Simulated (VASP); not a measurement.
Input of a VASP 6.6.1 run:

Contents of INCAR:

```
PREC = Accurate
ENCUT = 600
EDIFF = 1E-6
ISMEAR = -1
SIGMA = 0.05
LREAL = F
LASPH = T
NELM = 150
ALGO = Normal
ISIF = 3
LWAVE = F
LCHARG = F
ISPIN = 2
MAGMOM = 1 0
LORBIT = 11
LMAXMIX = 4
GGA = PE
IVDW = 12
IBRION = 2
NSW = 80
EDIFFG = -0.01
```

File KPOINTS:

```
regular mesh
0
Gamma
  11 11 11
```

Contents of POSCAR:

```
NiO
1.0
    0.0000000000      2.0859016414      2.0859016414
    2.0859016414      0.0000000000      2.0859016414
    2.0859016414      2.0859016414      0.0000000000
Ni O
1 1
Direct
    0.0000000000      0.0000000000      0.0000000000
    0.5000000000      0.5000000000      0.5000000000
```

Potentials or basis: VASP PAW PBE potentials, release 64 (Ni, O).

Launch:

```bash
$ cat potpaw_PBE.64/Ni/POTCAR potpaw_PBE.64/O/POTCAR > POTCAR
$ mpirun -np 1 vasp_std > vasp.out
```

(1) Estimate the relaxed volume.

(2) Estimate the space group after relaxing (to 0.1 Å).

(3) What does it give for the dispersion energy per atom?

(4) Estimate the relaxed cell.

## Answers

(1) 9.15 Å³/atom.

(2) Fm-3m (No. 225).

(3) -0.265 eV.

(4) a = 2.958 Å, b = 2.958 Å, c = 2.958 Å, α = 60.00°, β = 60.00°, γ = 60.00°.

Caveat: a cell with one magnetic atom can't hold antiferromagnetic order, which such compounds often take.
